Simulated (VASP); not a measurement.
A run of VASP 6.6.1 is set up as follows.

INCAR

```
PREC = Accurate
ENCUT = 520
EDIFF = 1E-6
ISMEAR = 0
SIGMA = 0.1
LREAL = False
LASPH = True
NELM = 80
ALGO = Normal
ISIF = 2
LWAVE = False
LCHARG = True
GGA = PE
LELF = True
LVHAR = True
NBANDS = 12
```

The input KPOINTS:

```
Automatic mesh
0
Gamma
  16 16 16
```

Contents of POSCAR:

```
Cd
1.0
    0.0000000000      2.2983640036      2.2983640036
    2.2983640036      0.0000000000      2.2983640036
    2.2983640036      2.2983640036      0.0000000000
Cd
1
Direct
    0.0000000000      0.0000000000      0.0000000000
```

Potentials or basis: VASP PAW PBE potentials, release 64 (Cd).

Launch:

```console
$ cat potpaw_PBE.64/Cd/POTCAR > POTCAR
$ mpirun -np 1 vasp_std > vasp.out
```

(1) Predict the band gap on the k mesh.

(2) What does it give for the pressure?

## Answers

(1) zero (band 6 reaches 3.71 eV, above the bottom of band 7 at 0.64 eV).

(2) -1.9 GPa.
